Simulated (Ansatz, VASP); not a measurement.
## AgI: VASP beside Ansatz

```
Ag I
1.0
     3.07837    3.07837    0.00000
    -3.07837    3.07837    0.00000
     0.00000    3.07837    3.07837
Ag I
1 1
Direct
  0.00000 0.00000 0.00000
  0.75000 0.25000 0.50000
```

Alike in both runs: task single point; functional PBEsol; k mesh 6 × 6 × 6; non-collinear spin, spin-orbit coupling.

```csv
,VASP,Ansatz
version,VASP 6.6.1,Ansatz 0.2.0
potentials or method,"VASP PAW PBE potentials, release 64 (Ag, I), cutoff 500 eV",all-electron LAPW
occupations,"gaussian, width 0.01 eV",fixed
```

|  | VASP | Ansatz | Ansatz less VASP |
| --- | --- | --- | --- |
| pressure (GPa) | 6.9 | 7.0 | +0.07 |
| net moment per atom (μB) | 0.00 | 0.00 | 0.000 |

VASP's potentials were made for PBE, not for PBEsol. Ansatz ran all-electron here, and VASP with PAW potentials.
